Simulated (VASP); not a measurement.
Set up this calculation in VASP 6.6.1, as the native input.

```yaml
Task: single point
Functional: PBE
Potentials_or_basis: VASP PAW PBE potentials, release 64 (Mg, Zn, Te, Se)
Cutoff: 520 eV
k_mesh: 2 × 2 × 3
Occupations: gaussian, width 0.15 eV
Spin: no spin polarisation
Dipole_correction: no
Further_INCAR_settings: ALGO = Normal; EDIFF = 1e-06; NBANDS = 31
```

The structure of MgZn2TeSe2 lies in POSCAR:

```
MgZn2TeSe2
1.0
    5.3590300497      0.0000000000      0.0000000000
    0.0000000000      5.3590300497      0.0000000000
    0.0000000000      0.0000000000      5.8599381817
Mg Zn Te Se
1 2 1 2
Direct
    0.0000000000      0.0000000000      0.4623325566
    0.5000000000      0.0000000000      0.0640511279
    0.0000000000      0.5000000000      0.0640511279
    0.0000000000      0.0000000000      0.9537021128
    0.5000000000      0.0000000000      0.4794521674
    0.0000000000      0.5000000000      0.4794521674
```

The cell was built from a structure type or drawn by symmetry, and may not be a known phase.

These files were run (other wordings do the same):

INCAR

```
PREC = Accurate
ENCUT = 520
EDIFF = 1E-6
ISMEAR = 0
SIGMA = 0.15
LREAL = F
LASPH = T
NELM = 80
ALGO = Normal
ISIF = 2
LWAVE = F
LCHARG = F
GGA = PE
NBANDS = 31
```

KPOINTS

```
Automatic mesh
0
Gamma
  2 2 3
```

Potentials or basis: VASP PAW PBE potentials, release 64 (Mg, Zn, Te, Se).

Launch:

```sh
$ cat potpaw_PBE.64/Mg/POTCAR potpaw_PBE.64/Zn/POTCAR potpaw_PBE.64/Te/POTCAR potpaw_PBE.64/Se/POTCAR > POTCAR
$ mpirun -np 1 vasp_std > vasp.out
```

Results of the run:

```
Pressure               : 0.3 GPa
Largest force          : 0.055 eV/Å
Band gap on the k mesh : zero (bands 22 and 23 overlap by 0.90 eV)
```

Caveat: the k points lie up to 0.59 Å⁻¹ apart, too coarse for converged energies and pressures of a metal; spin-orbit coupling is left out, which moves the levels of the heavy elements.

It took 23 s on 1 thread of Intel(R) Xeon(R) 6975P-C (Granite Rapids), on a shared host, peak memory 0.27 GiB.
